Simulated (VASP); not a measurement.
# NaCl (Fm-3m) in VASP: single point with PBE-based screened hybrid with 10 % exact exchange

Aim: the single point of NaCl with PBE-based screened hybrid with 10 % exact exchange.

All numbers are computed with VASP 6.6.1; they aren't measurements. Logs are shortened: lines on timing, memory, paths and dates and some standing lists are left out, and cuts for length are marked.

**1. The cell of the first run**

The structure is cubic, space group Fm-3m (No. 225). The conventional cell has a = 5.605 Å, b = 5.605 Å, c = 5.605 Å, α = 90.00°, β = 90.00°, γ = 90.00°. Within 3.7 Å of Na (site symmetry m-3m) lie 6 Cl at 2.80 Å. Within 3.7 Å of Cl (site symmetry m-3m) lie 6 Na at 2.80 Å.

**2. Single point, PBE-based screened hybrid with 10 % exact exchange**

The input, POSCAR:

```
NaCl
1.0
    0.0000000000      2.8027319616      2.8027319616
    2.8027319616      0.0000000000      2.8027319616
    2.8027319616      2.8027319616      0.0000000000
Na Cl
1 1
Direct
    0.0000000000      0.0000000000      0.0000000000
    0.5000000000      0.5000000000      0.5000000000
```

The input, INCAR.step1:

```
SYSTEM = NaCl
PREC = Accurate ; ENCUT = 520
EDIFF = 1E-5 ; ISMEAR = 0
SIGMA = 0.01 ; LREAL = .False.
LASPH = .True. ; NELM = 100
ALGO = Normal ; ISIF = 2
LWAVE = .True. ; LCHARG = .False.
NBANDS = 14 ; GGA = PE
```

The input, INCAR.step2:

```
SYSTEM = NaCl
PREC = Accurate ; ENCUT = 520
EDIFF = 1E-6 ; ISMEAR = 0
SIGMA = 0.01 ; LREAL = .False.
LASPH = .True. ; NELM = 100
ALGO = Normal ; ISIF = 2
LWAVE = .False. ; LCHARG = .False.
GGA = PE ; LHFCALC = .True.
AEXX = 0.1 ; HFSCREEN = 0.1
PRECFOCK = Normal ; NBANDS = 14
ISTART = 1
```

The input, KPOINTS:

```
Automatic mesh
0
Gamma
  4 4 4
  0 0 0
```

Potentials or basis: VASP PAW PBE potentials, release 64 (Na_pv, Cl).

The run is started by

```bash
$ cat potpaw_PBE.64/Na_pv/POTCAR potpaw_PBE.64/Cl/POTCAR > POTCAR
$ cp INCAR.step1 INCAR
$ mpirun -np 1 vasp_std > vasp.out
$ cp INCAR.step2 INCAR
$ mpirun -np 1 vasp_std > vasp.out
```

OUTCAR:

```text
SYSTEM = NaCl
   PREC = Accurate
   ENCUT = 520
   EDIFF = 1E-6
   ISMEAR = 0
   LREAL = .False.
   LASPH = .True.
   NELM = 100
   ISIF = 2
   GGA = PE
   LHFCALC = .True.
   AEXX = 0.1
   HFSCREEN = 0.1
   PRECFOCK = Normal
   ISTART = 1

 ion  position               nearest neighbor table
   1  0.000  0.000  0.000-
   2  0.500  0.500  0.500-

  LATTYP: Found a face centered cubic cell.
 ALAT       =     5.6054639232

  Lattice vectors:

 A1 = (   0.0000000000,   2.8027319616,   2.8027319616)
 A2 = (   2.8027319616,   0.0000000000,   2.8027319616)
 A3 = (   2.8027319616,   2.8027319616,   0.0000000000)

Analysis of symmetry for initial positions (statically):
=====================================================================
 Subroutine PRICEL returns:
 Original cell was already a primitive cell.

 Routine SETGRP: Setting up the symmetry group for a
 face centered cubic supercell.

 Subroutine GETGRP returns: Found 48 space group operations
 (whereof 48 operations were pure point group operations)
 out of a pool of 48 trial point group operations.

The static configuration has the point symmetry O_h .

Analysis of symmetry for dynamics (positions and initial velocities):
=====================================================================
 Subroutine PRICEL returns:
 Original cell was already a primitive cell.

 Routine SETGRP: Setting up the symmetry group for a
 face centered cubic supercell.

 Subroutine GETGRP returns: Found 48 space group operations
 (whereof 48 operations were pure point group operations)
 out of a pool of 48 trial point group operations.

The dynamic configuration has the point symmetry O_h .

 Subroutine INISYM returns: Found 48 space group operations
 (whereof 48 operations are pure point group operations),
 and found     1 'primitive' translations

----------------------------------------------------------------------------------------

                                     Primitive cell

  volume of cell :      44.0326

  direct lattice vectors                    reciprocal lattice vectors
     0.000000000  2.802731962  2.802731962    -0.178397366  0.178397366  0.178397366
     2.802731962  0.000000000  2.802731962     0.178397366 -0.178397366  0.178397366
     2.802731962  2.802731962  0.000000000     0.178397366  0.178397366 -0.178397366

  length of vectors
     3.963661552  3.963661552  3.963661552     0.308993302  0.308993302  0.308993302

  position of ions in fractional coordinates (direct lattice)
     0.000000000  0.000000000  0.000000000
     0.500000000  0.500000000  0.500000000

  ion indices of the primitive-cell ions
   primitive index   ion index
                 1           1
                 2           2

----------------------------------------------------------------------------------------

 KPOINTS: Automatic mesh

Automatic generation of k-mesh.
 Grid dimensions read from file:
 generate k-points for:    4    4    4

 Generating k-lattice:

  Cartesian coordinates                     Fractional coordinates (reciprocal lattice)
    -0.044599342  0.044599342  0.044599342     0.250000000  0.000000000  0.000000000
     0.044599342 -0.044599342  0.044599342     0.000000000  0.250000000  0.000000000
     0.044599342  0.044599342 -0.044599342     0.000000000  0.000000000  0.250000000

  Length of vectors
     0.077248326  0.077248326  0.077248326

  Shift w.r.t. Gamma in fractional coordinates (k-lattice)
     0.000000000  0.000000000  0.000000000

 Subroutine IBZKPT returns following result:
 ===========================================

 Found      8 irreducible k-points:

 Following reciprocal coordinates:
            Coordinates               Weight
  0.000000  0.000000  0.000000      1.000000
  0.250000  0.000000  0.000000      8.000000
  0.500000  0.000000  0.000000      4.000000
  0.250000  0.250000  0.000000      6.000000
  0.500000  0.250000  0.000000     24.000000
 -0.250000  0.250000  0.000000     12.000000
  0.500000  0.500000  0.000000      3.000000
 -0.250000  0.500000  0.250000      6.000000
   k-points           NKPTS =      8   k-points in BZ     NKDIM =     64   number of bands    NBANDS=     14
   number of dos      NEDOS =    301   number of ions     NIONS =      2
   total plane-waves  NPLWV =  27000
   dimension x,y,z NGX =    30 NGY =   30 NGZ =   30
   dimension x,y,z NGXF=    60 NGYF=   60 NGZF=   60
   ions per type =               1   1
   NGX,Y,Z   is equivalent  to a cutoff of  12.58, 12.58, 12.58 a.u.
   NGXF,Y,Z  is equivalent  to a cutoff of  25.17, 25.17, 25.17 a.u.
 SYSTEM =  NaCl
   PREC   = accura    normal or accurate (medium, high low for compatibility)
   ISTART =      1    job   : 0-new  1-cont  2-samecut
   ICHARG =      0    charge: 1-file 2-atom 10-const
   ISPIN  =      1    spin polarized calculation?
   LNONCOLLINEAR =      F non collinear calculations
   LSORBIT =      F    spin-orbit coupling
   LASPH  =      T    aspherical Exc in radial PAW
   ENCUT  =  520.0 eV  38.22 Ry    6.18 a.u.   7.37  7.37  7.37*2*pi/ulx,y,z
   NELM   =    100;   NELMIN=  2; NELMDL=  0     # of ELM steps
   EDIFF  = 0.1E-05   stopping-criterion for ELM
   LREAL  =      F    real-space projection
   EDIFFG = 0.1E-04   stopping-criterion for IOM
   NSW    =      0    number of steps for IOM
   IBRION =     -1    ionic relax: 0-MD 1-quasi-New 2-CG
   NFREE  =      0    steps in history (QN), initial steepest desc. (CG)
   ISIF   =      2    stress and relaxation
   ISYM   =      3    0-nonsym 1-usesym 2-fastsym
   POTIM  = 0.5000    time-step for ionic-motion
   TEBEG  =    0.0;   TEEND  =   0.0 temperature during run
   PSTRESS=    0.0 pullay stress
   NELECT =      14.0000    total number of electrons
   NUPDOWN=      -1.0000    fix difference up-down
   EMIN   =  10.00;   EMAX   =-10.00  energy-range for DOS
   EFERMI =   0.00;   METHOD = LEGACY
   ISMEAR =     0;   SIGMA  =   0.01  broadening in eV -4-tet -1-fermi 0-gaus
   EFERMI_NEDOS =   21; number of points for ismear=-14 and -15
   IALGO  =     38    algorithm
   IMIX   =      1    mixing-type and parameters
     AMIX     =   0.40;   BMIX     =  1.00
     AMIX_MAG =   1.60;   BMIX_MAG =  1.00
  volume/ion in A,a.u.               =      22.02       148.57
  Fermi-wavevector in a.u.,A,eV,Ry     =   1.117359  2.111502 16.986744  1.248490
  Thomas-Fermi vector in A             =   2.253981
   LORBIT       =      0    0 simple, 1 ext, 2 COOP (PROOUT), +10 PAW based schemes
   GGA     = PE    functional components
   LHFCALC =     T    Hartree Fock is set to
   PRECFOCK=normal    Normal, Fast or Accurate (Low or Medium for compatibility)
   ENCUT4O =  -1.0   cutoff for four orbital integrals eV
   NKREDX  =     1    reduce k-point grid by
   NKREDY  =     1    reduce k-point grid by
   NKREDZ  =     1    reduce k-point grid by
   AEXX    =    0.1000 exact exchange contribution
   HFSCREEN=    0.1000 screening length (either q_TF or 0.3 A-1)
   HFSCREENC=   0.1000 screening length for correlation (either q_TF or 0.3 A-1)
   ENCUTFOCK=  -1.0 apply spherical cutoff to Coloumb kernel
   IVDW    =     0    specifies the selected vdW correction
   LEPSILON=     F    determine dielectric tensor
   LRPA    =     F    only Hartree local field effects (RPA)
 non-spin polarized calculation
 Gauss-broadening in eV      SIGMA  =   0.01
  energy-cutoff  :      520.00
  volume of cell :       44.03
 maximum number of plane-waves:      1243
 NGX is ok and might be reduce to    30
  NGX = 24; NGY = 24; NGZ = 24

 number of electron      14.0000003 magnetization

 Free energy of the ion-electron system (eV)
  ---------------------------------------------------
  ext. energy  EPLUGINS =         0.00000000
  ---------------------------------------------------
  free energy    TOTEN  =        -7.30969513 eV

  energy without entropy =       -7.30969513  energy(sigma->0) =       -7.30969513

 E-fermi :  -0.9602     XC(G=0):  -7.6149

 val. band max:       -1.0993125237   @ k =   0.0000   0.0000   0.0000
 cond. band min:       4.7684727969   @ k =   0.0000   0.0000   0.0000
 fundamental gap:      5.8677853206
 Fermi energy:        -0.9602036180

 k-point     1 :       0.0000    0.0000    0.0000
  band No.  band energies     occupation
      1     -22.7166      2.00000
      2     -22.7166      2.00000
      3     -22.7166      2.00000
      4     -14.2891      2.00000
      5      -1.0993      2.00000
      6      -1.0993      2.00000
      7      -1.0993      2.00000
      8       4.7685      0.00000
      9      10.7928      0.00000
     10      10.7928      0.00000
     11      10.7929      0.00000
     12      13.0488      0.00000
     13      13.0488      0.00000
     14      14.5564      0.00000

 k-point     2 :       0.2500    0.0000    0.0000
  band No.  band energies     occupation
      1     -22.7323      2.00000
      2     -22.7176      2.00000
      3     -22.7176      2.00000
      4     -14.1108      2.00000
      5      -2.2521      2.00000
      6      -1.2452      2.00000
      7      -1.2452      2.00000
      8       6.2636      0.00000
      9       9.6939      0.00000
     10      11.1038      0.00000
     11      11.1038      0.00000
     12      13.0023      0.00000
     13      13.0023      0.00000
     14      15.4658      0.00000

 k-point     3 :       0.5000    0.0000    0.0000
  band No.  band energies     occupation
      1     -22.7477      2.00000
      2     -22.7186      2.00000
      3     -22.7186      2.00000
      4     -13.9213      2.00000
      5      -3.1377      2.00000
      6      -1.3828      2.00000
      7      -1.3828      2.00000
      8       6.8918      0.00000
      9      10.4803      0.00000
     10      10.6827      0.00000
     11      10.6827      0.00000
     12      14.7908      0.00000
     13      16.0366      0.00000
     14      16.0366      0.00000
[... 52 lines left out ...]
 k-point     7 :       0.5000    0.5000    0.0000
  band No.  band energies     occupation
      1     -22.7378      2.00000
      2     -22.7251      2.00000
      3     -22.7251      2.00000
      4     -13.8691      2.00000
      5      -2.8653      2.00000
      6      -1.7355      2.00000
      7      -1.7355      2.00000
      8       7.2207      0.00000
      9       7.6418      0.00000
     10      11.1354      0.00000
     11      14.6829      0.00000
     12      14.6829      0.00000
     13      15.1323      0.00000
     14      16.9167      0.00000

 k-point     8 :      -0.2500    0.5000    0.2500
  band No.  band energies     occupation
      1     -22.7314      2.00000
      2     -22.7314      2.00000
      3     -22.7273      2.00000
      4     -13.8506      2.00000
      5      -2.3613      2.00000
      6      -2.3613      2.00000
      7      -1.8971      2.00000
      8       8.5629      0.00000
      9       9.3783      0.00000
     10       9.3783      0.00000
     11      11.1344      0.00000
     12      15.5990      0.00000
     13      15.5990      0.00000
     14      16.2097      0.00000

------------------------ aborting loop because EDIFF is reached ----------------------------------------

  FORCE on cell =-STRESS in cart. coord.  units (eV):
  Direction    XX          YY          ZZ          XY          YZ          ZX
  --------------------------------------------------------------------------------------
  -------------------------------------------------------------------------------------
  Total        0.2857915      0.2857915      0.2857915     -0.0000000      0.0000000      0.0000000
  in kB       10.3988485     10.3988485     10.3988485     -0.0000000      0.0000000      0.0000000
  external PRESSURE =      10.3988485 kB  Pullay stress =       0.0000000 kB

 VOLUME and BASIS-vectors are now :
 -----------------------------------------------------------------------------
  energy-cutoff  :      520.00
  volume of cell :       44.03
      direct lattice vectors                 reciprocal lattice vectors
     0.000000000  2.802731962  2.802731962    -0.178397366  0.178397366  0.178397366
     2.802731962  0.000000000  2.802731962     0.178397366 -0.178397366  0.178397366
     2.802731962  2.802731962  0.000000000     0.178397366  0.178397366 -0.178397366

 POSITION                                       TOTAL-FORCE (eV/Angst)
 -----------------------------------------------------------------------------------
      0.00000      0.00000      0.00000        -0.000000     -0.000000      0.000000
      2.80273      2.80273      2.80273         0.000000      0.000000     -0.000000
 -----------------------------------------------------------------------------------
    total drift:                                0.000018      0.000016      0.000016

  FREE ENERGIE OF THE ION-ELECTRON SYSTEM (eV)
  ---------------------------------------------------
  free  energy   TOTEN  =        -7.3096951277 eV

  energy  without entropy=       -7.3096951277  energy(sigma->0) =       -7.30969513
```

It took 100 s on 1 thread of Intel Xeon Platinum 8375C at 2.90GHz (Ice Lake), shared host; peak memory 0.26 GiB.

What came out:

```
Free energy            : -7.3097 eV
Pressure               : 1.0 GPa
Band gap on the k mesh : 5.87 eV
```

Caveat: the k points lie up to 0.49 Å⁻¹ apart; the PAW data sets were made with another functional, which shifts forces and pressure a little.
